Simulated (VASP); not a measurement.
Set up this calculation in VASP 6.6.1, as the native input.

- Task: single point
- Functional: PBE
- Potentials or basis: VASP PAW PBE potentials, release 64 (C)
- Cutoff: 520 eV
- k mesh: 12 × 12 × 4
- Occupations: gaussian, width 0.05 eV
- Spin: no spin polarisation
- Dipole correction: no
- Further INCAR settings: ALGO = Normal; EDIFF = 1e-07; NBANDS = 26

The structure of C lies in POSCAR:

```
C
1.0
    2.5180184915      0.0000000000      0.0000000000
   -1.2590092457      2.1806679808      0.0000000000
    0.0000000000      0.0000000000      8.3045881819
C
8
Direct
    0.0000000000      0.0000000000      0.0929681641
    0.0000000000      0.0000000000      0.5929681641
    0.0000000000      0.0000000000      0.4070318359
    0.0000000000      0.0000000000      0.9070318359
    0.3333333333      0.6666666667      0.1555285626
    0.6666666667      0.3333333333      0.6555285626
    0.3333333333      0.6666666667      0.3444714374
    0.6666666667      0.3333333333      0.8444714374
```

One way to write it, as run:

INCAR

```
SYSTEM = C
ALGO = Normal
EDIFF = 1E-7
ENCUT = 520
GGA = PE
ISIF = 2
ISMEAR = 0
LASPH = .TRUE.
LCHARG = .FALSE.
LREAL = .FALSE.
LWAVE = .FALSE.
NBANDS = 26
NELM = 80
PREC = Accurate
SIGMA = 0.05
```

KPOINTS

```
k-points
0
G
  12 12 4
  0 0 0
```

Potentials or basis: VASP PAW PBE potentials, release 64 (C).

Command:

```bash
$ cat potpaw_PBE.64/C/POTCAR > POTCAR
$ mpirun -np 1 vasp_std > vasp.out
```

Results of the run:

* Pressure: 0.7 GPa
* Largest force: 0.004 eV/Å
* Band gap on the k mesh: 4.53 eV, indirect (least direct gap 5.29 eV)

It took 31 s on 1 thread of Intel(R) Xeon(R) 6975P-C (Granite Rapids), with other jobs on the host, peak memory 0.18 GiB.
